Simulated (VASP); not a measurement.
# ZnCd3O4 (I4/mmm) in VASP: single point with PBE

Aim: the single point of ZnCd3O4 with PBE.

Program: VASP 6.6.1. These are calculated values, not measurements. Logs are shortened: lines on timing, memory, paths and dates and some standing lists are left out, and cuts for length are marked.

**1. The cell of the first run**

It takes space group I4/mmm (No. 139, tetragonal). The conventional cell has a = 4.691 Å, b = 4.691 Å, c = 9.289 Å, α = 90.00°, β = 90.00°, γ = 90.00°. Within 2.8 Å of Zn (site symmetry 4/mmm) lie 6 O at 2.08 to 2.35 Å. Within 3.1 Å of Cd (site symmetry 4/mmm) lie 6 O at 2.35 to 2.56 Å. Cd (site symmetry -4m2) has 6 O at 2.32 to 2.36 Å within 3.1 Å. Within 2.8 Å of O (site symmetry 4mm) lie 1 Zn at 2.08 Å and 5 Cd at 2.36 to 2.56 Å. Within 3.5 Å of O (site symmetry mmm) lie 4 Cd at 2.32 to 2.35 Å and 2 Zn at 2.35 Å and 12 O at 3.14 to 3.47 Å.

**2. Single point, PBE, collinear spin, ferromagnetic start**

File INCAR:

```
SYSTEM = ZnCd3O4
ALGO     = Normal         ! electronic algorithm
EDIFF    = 1E-6           ! SCF threshold, eV
ENCUT    = 520            ! plane-wave cutoff, eV
GGA      = PE             ! functional
ISIF     = 2              ! what is computed and relaxed
ISMEAR   = 0              ! smearing method
ISPIN    = 2              ! spin polarisation
LASPH    = .True.         ! aspherical terms in the spheres
LCHARG   = .True.         ! write CHGCAR
LELF     = .True.         ! ELF
LORBIT   = 11             ! projections on sites
LREAL    = .False.        ! projectors in reciprocal space
LVHAR    = .True.       
LWAVE    = .False.        ! write WAVECAR
MAGMOM   = 0 0 0 0 1 1 1 1 ! initial moments
NBANDS   = 50             ! bands
NELM     = 150            ! most SCF steps
PREC     = Accurate       ! precision mode
SIGMA    = 0.1            ! smearing width, eV
```

File KPOINTS:

```
k-points
0
Gamma
  6 6 6
  0 0 0
```

File POSCAR:

```
ZnCd3O4
1.0
   -2.3454553000      2.3454553000      4.6446835000
    2.3454553000     -2.3454553000      4.6446835000
    2.3454553000      2.3454553000     -4.6446835000
Zn Cd O
1 3 4
Direct
    0.5000000000      0.5000000000      0.0000000000
    0.0000000000      0.0000000000      0.0000000000
    0.7500000000      0.2500000000      0.5000000000
    0.2500000000      0.7500000000      0.5000000000
    0.7244480000      0.7244480000      0.0000000000
    0.5000000000      0.0000000000      0.5000000000
    0.2755520000      0.2755520000      0.0000000000
    0.0000000000      0.5000000000      0.5000000000
```

Potentials or basis: VASP PAW PBE potentials, release 64 (Zn, Cd, O).

Launch:

```
> cat potpaw_PBE.64/Zn/POTCAR potpaw_PBE.64/Cd/POTCAR potpaw_PBE.64/O/POTCAR > POTCAR
> mpirun -np 1 vasp_std > vasp.out
```

OUTCAR:

```text
SYSTEM = ZnCd3O4
   EDIFF = 1E-6
   ENCUT = 520
   GGA = PE
   ISIF = 2
   ISMEAR = 0
   ISPIN = 2
   LASPH = .True.
   LORBIT = 11
   LREAL = .False.
   NELM = 150
   PREC = Accurate

 ion  position               nearest neighbor table
   1  0.500  0.500  0.000-   5 2.08   7 2.08   6 2.35   8 2.35   6 2.35   8 2.35   3 3.30   4 3.30
                             3 3.30   4 3.30   4 3.30   4 3.30   3 3.30   3 3.30   2 3.32   2 3.32
   2  0.000  0.000  0.000-   6 2.35   8 2.35   8 2.35   6 2.35   7 2.56   5 2.56   3 3.30   4 3.30
                             3 3.30   4 3.30   3 3.30   3 3.30   4 3.30   4 3.30   1 3.32   1 3.32
   3  0.750  0.250  0.500-   6 2.32   8 2.32   7 2.36   5 2.36   7 2.36   5 2.36   1 3.30   2 3.30
                             2 3.30   1 3.30   2 3.30   1 3.30   1 3.30   2 3.30   4 3.32   4 3.32
   4  0.250  0.750  0.500-   6 2.32   8 2.32   7 2.36   5 2.36   7 2.36   5 2.36   1 3.30   2 3.30
                             2 3.30   1 3.30   2 3.30   2 3.30   1 3.30   1 3.30   3 3.32   3 3.32
   5  0.724  0.724  0.000-   1 2.08   3 2.36   4 2.36   3 2.36   4 2.36   2 2.56
   6  0.500  0.000  0.500-   3 2.32   4 2.32   1 2.35   2 2.35   1 2.35   2 2.35
   7  0.276  0.276  0.000-   1 2.08   3 2.36   4 2.36   4 2.36   3 2.36   2 2.56
   8  0.000  0.500  0.500-   3 2.32   4 2.32   1 2.35   2 2.35   2 2.35   1 2.35

  LATTYP: Found a body centered tetragonal cell.
 ALAT       =     4.6909106000
 C/A-ratio  =     1.9802907777

  Lattice vectors:

 A1 = (  -2.3454553000,   2.3454553000,   4.6446835000)
 A2 = (   2.3454553000,  -2.3454553000,   4.6446835000)
 A3 = (   2.3454553000,   2.3454553000,  -4.6446835000)

Analysis of symmetry for initial positions (statically):
=====================================================================
 Subroutine PRICEL returns:
 Original cell was already a primitive cell.

 Routine SETGRP: Setting up the symmetry group for a
 body centered tetragonal supercell.

 Subroutine GETGRP returns: Found 16 space group operations
 (whereof 16 operations were pure point group operations)
 out of a pool of 16 trial point group operations.

The static configuration has the point symmetry D_4h.

Analysis of symmetry for dynamics (positions and initial velocities):
=====================================================================
 Subroutine PRICEL returns:
 Original cell was already a primitive cell.

 Routine SETGRP: Setting up the symmetry group for a
 body centered tetragonal supercell.

 Subroutine GETGRP returns: Found 16 space group operations
 (whereof 16 operations were pure point group operations)
 out of a pool of 16 trial point group operations.

The dynamic configuration has the point symmetry D_4h.

Analysis of structural, dynamic, and magnetic symmetry:
=====================================================================
[... 173 lines left out ...]

 val. band max:        1.9456318878   @ k =   0.5000   0.5000   0.0000
 cond. band min:       2.4505206187   @ k =  -0.1667  -0.1667   0.1667
 fundamental gap:      0.5048887309
 Fermi energy:         1.9775875699

 spin component 1

 k-point     1 :       0.0000    0.0000    0.0000
  band No.  band energies     occupation
      1     -15.5480      1.00000
      2     -14.8010      1.00000
      3     -14.7657      1.00000
      4     -14.6517      1.00000
      5      -5.2188      1.00000
      6      -5.1773      1.00000
[... 1213 lines left out ...]
     47      14.1548      0.00000
     48      14.4415      0.00000

 [... further k-points ...]

 spin component 2

 k-point     1 :       0.0000    0.0000    0.0000
  band No.  band energies     occupation
      1     -15.5480      1.00000
      2     -14.8010      1.00000
      3     -14.7657      1.00000
      4     -14.6517      1.00000
      5      -5.2188      1.00000
      6      -5.1773      1.00000
[... 1213 lines left out ...]
     47      14.1549      0.00000
     48      14.4416      0.00000

 [... further k-points ...]

 [bands above 48 left out]

------------------------ aborting loop because EDIFF is reached ----------------------------------------

  FORCE on cell =-STRESS in cart. coord.  units (eV):
  Direction    XX          YY          ZZ          XY          YZ          ZX
  --------------------------------------------------------------------------------------
  -------------------------------------------------------------------------------------
  Total        0.7279587      0.7279587      0.8349146      0.0000000      0.0000000      0.0000000
  in kB       11.4116095     11.4116095     13.0882692      0.0000000      0.0000000      0.0000000
  external PRESSURE =      11.9704961 kB  Pullay stress =       0.0000000 kB

 VOLUME and BASIS-vectors are now :
 -----------------------------------------------------------------------------
  energy-cutoff  :      520.00
  volume of cell :      102.20
      direct lattice vectors                 reciprocal lattice vectors
    -2.345455300  2.345455300  4.644683500     0.000000000  0.213178226  0.107649962
     2.345455300 -2.345455300  4.644683500     0.213178226  0.000000000  0.107649962
     2.345455300  2.345455300 -4.644683500     0.213178226  0.213178226  0.000000000

 POSITION                                       TOTAL-FORCE (eV/Angst)
 -----------------------------------------------------------------------------------
      0.00000      0.00000      4.64468        -0.000000     -0.000000     -0.000000
      0.00000      0.00000      0.00000        -0.000000     -0.000000     -0.000000
     -0.00000      2.34546      2.32234        -0.000000     -0.000000      0.000000
      2.34546     -0.00000      2.32234        -0.000000     -0.000000      0.000000
      0.00000      0.00000      6.72966         0.000000      0.000000      0.005170
      0.00000      2.34546      0.00000        -0.000000     -0.000000     -0.000000
      0.00000      0.00000      2.55970         0.000000      0.000000     -0.005170
      2.34546      0.00000      0.00000        -0.000000     -0.000000     -0.000000
 -----------------------------------------------------------------------------------
    total drift:                                0.000000      0.000000      0.000000

  FREE ENERGIE OF THE ION-ELECTRON SYSTEM (eV)
  ---------------------------------------------------
  free  energy   TOTEN  =       -31.5254854092 eV

  energy  without entropy=      -31.5244311883  energy(sigma->0) =      -31.52495830

 total charge

# of ion       s       p       d       tot
------------------------------------------
    1        0.403   0.323   9.862  10.587
    2        0.332   0.231   9.637  10.200
    3        0.334   0.259   9.653  10.247
    4        0.334   0.259   9.653  10.247
    5        1.572   3.361   0.000   4.932
    6        1.572   3.347   0.000   4.919
    7        1.572   3.361   0.000   4.932
    8        1.572   3.347   0.000   4.919
--------------------------------------------------
tot          7.691  14.487  38.805  60.983

 magnetization (x)

# of ion       s       p       d       tot
------------------------------------------
    1        0.000   0.000  -0.000   0.000
    2        0.000   0.000  -0.000   0.000
    3        0.000   0.000  -0.000   0.000
    4        0.000   0.000  -0.000   0.000
    5        0.000   0.000   0.000   0.000
    6        0.000   0.000   0.000   0.000
    7        0.000   0.000   0.000   0.000
    8        0.000   0.000   0.000   0.000
--------------------------------------------------
tot          0.000   0.000  -0.000   0.000
```

Wall time 10 min (1 thread of Intel Xeon 8259CL, shared host); peak memory 0.46 GiB.

What came out:

```
Free energy                                           : -31.5255 eV
Pressure                                              : 1.2 GPa
Largest force                                         : 0.005 eV/Å
Band gap on the k mesh                                : zero (filled and empty bands overlap)
Net moment                                            : 0.00 μB per cell
Valence electrons inside the program's atomic spheres : Zn 10.59; Cd 10.20, 10.25 (each value once); O 4.93, 4.92 (each value once)
```

Forces on the atoms (eV/Å):
```
Zn   0.000  0.000  0.000
Cd   0.000  0.000  0.000
Cd   0.000  0.000  0.000
Cd   0.000  0.000  0.000
O    0.000  0.000  0.005
O    0.000  0.000  0.000
O    0.000  0.000 -0.005
O    0.000  0.000  0.000
```

Levels at points of the mesh, in eV from the Fermi level:
Spin up:
| k point | band 32 | band 33 | band 34 | band 35 | band 36 | band 37 | band 38 | band 39 | band 40 | band 41 |
| --- | --- | --- | --- | --- | --- | --- | --- | --- | --- | --- |
| (0.00, 0.00, 0.00) | -2.35 | -1.92 | -1.46 | -1.31 | -1.31 | -0.58 | 3.72 | 5.51 | 6.13 | 7.74 |
| (0.50, 0.00, 0.00) | -1.63 | -1.50 | -0.93 | -0.85 | -0.70 | 3.70 | 3.72 | 5.84 | 6.01 | 6.91 |
| (0.50, 0.50, 0.00) | -0.44 | -0.36 | -0.24 | -0.19 | -0.03 | 4.26 | 4.52 | 4.86 | 5.07 | 6.98 |
| (0.50, 0.50, 0.50) | -2.28 | -1.70 | -1.70 | -1.65 | -1.65 | 2.48 | 3.62 | 3.94 | 4.01 | 8.40 |
Spin down:
| k point | band 33 | band 34 | band 35 | band 36 | band 37 | band 38 | band 39 | band 40 |
| --- | --- | --- | --- | --- | --- | --- | --- | --- |
| (0.00, 0.00, 0.00) | -1.92 | -1.46 | -1.31 | -1.31 | -0.58 | 3.72 | 5.51 | 6.13 |
| (0.50, 0.00, 0.00) | -1.50 | -0.93 | -0.85 | -0.70 | 3.70 | 3.72 | 5.84 | 6.01 |
| (0.50, 0.50, 0.00) | -0.36 | -0.24 | -0.19 | -0.03 | 4.26 | 4.52 | 4.86 | 5.07 |
| (0.50, 0.50, 0.50) | -1.70 | -1.70 | -1.65 | -1.65 | 2.48 | 3.62 | 3.94 | 4.01 |

Caveat: semilocal functionals underestimate gaps, and a narrow one can read as zero.

The gap in the log of VASP goes by the Fermi energy; the results here count the filled bands.